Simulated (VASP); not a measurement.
Runs of VASP 6.6.1 on BaTe. The structure is that of space group F-43m (No. 216), or close to it. The cells are those of the table. 

| task | level | spin | cell | k mesh | cutoff (eV) | smearing | grid for exact exchange (PRECFOCK) | share of exact exchange | screening parameter | gap on the mesh (eV) | pressure (GPa) |
| --- | --- | --- | --- | --- | --- | --- | --- | --- | --- | --- | --- |
| single point | HSE06 | off | a = 5.526 Å, angles 60.0°, 2 atoms | 4 × 4 × 4 | 520 | fermi-dirac 0.02 eV | Normal | 0.25 | 0.2079 1/Å | (b) | (a) |
| single point | PBE | non-collinear, zero start, SOC | a = 5.535 Å, angles 60.0°, 2 atoms | 6 × 6 × 6 | 520 | gaussian 0.01 eV | - | - | - | - | 0.2 |
| relaxation of cell and atoms | r2SCAN | off | relaxed from a = 5.535 Å, angles 60.0°, 2 atoms | 6 × 6 × 6 | 600 | fermi-dirac 0.02 eV | - | - | - | 2.94 | 0.0 |
| single point | HSE06 | off | a = 5.535 Å, angles 60.0°, 2 atoms | 4 × 4 × 4 | 520 | gaussian 0.01 eV | Normal | 0.25 | 0.2079 1/Å | 3.29 | 0.0 |

Alike in all rows: potentials or basis VASP PAW PBE potentials, release 64 (Ba_sv, Te).

**Question.** Fill in the values left out.

**Answer.** (a) 0.1; (b) 3.30.

Caveats: the structure was generated, so it needn't be the stable form of BaTe; the PAW data sets were made with another functional, which shifts forces and pressure a little (at least some runs); spin-orbit coupling is left out, which moves the levels of the heavy elements (at least some runs).

A k mesh can miss the band edges, and rows without SOC leave out spin-orbit coupling on Ba, Te.
